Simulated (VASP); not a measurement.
Input of a VASP 6.6.1 run:

INCAR

```
ALGO = Normal
DIPOL = 0.5 0.5 0.345
EDIFF = 1E-7
ENCUT = 520
GGA = PE
IDIPOL = 3
ISIF = 2
ISMEAR = 0
ISPIN = 2
LASPH = T
LCHARG = F
LDIPOL = T
LORBIT = 11
LREAL = F
LUSENCCL = F
LWAVE = F
MAGMOM = 0 0 0 0 2 0 0 0 0
NBANDS = 32
NELM = 150
PREC = Accurate
SIGMA = 0.05
```

KPOINTS

```
k-points
0
Gamma
  9 9 1
```

File POSCAR:

```
Si4C5
1.0
    3.0920147208      0.0000000000      0.0000000000
   -1.5460073604      2.6777632971      0.0000000000
    0.0000000000      0.0000000000     25.2337106667
C Si
5 4
Direct
    0.3333333333      0.6666666667      0.1585181051
    0.6666666667      0.3333333333      0.2590546646
    0.3333333333      0.6666666667      0.3607902149
    0.6666666667      0.3333333333      0.4623551549
    0.7777777778      0.2222222222      0.5272197515
    0.6666666667      0.3333333333      0.1834768895
    0.3333333333      0.6666666667      0.2840134490
    0.6666666667      0.3333333333      0.3842867907
    0.3333333333      0.6666666667      0.4848161584
```

Potentials or basis: VASP PAW PBE potentials, release 64 (C, Si).

Launch:

```console
$ cat potpaw_PBE.64/C/POTCAR potpaw_PBE.64/Si/POTCAR > POTCAR
$ mpirun -np 1 vasp_std > vasp.out
```

(1) What does it give for the band gap on the k mesh?

(2) Predict the net moment.

Results:

(1) zero (filled and empty bands overlap).

(2) -0.01 μB per cell.
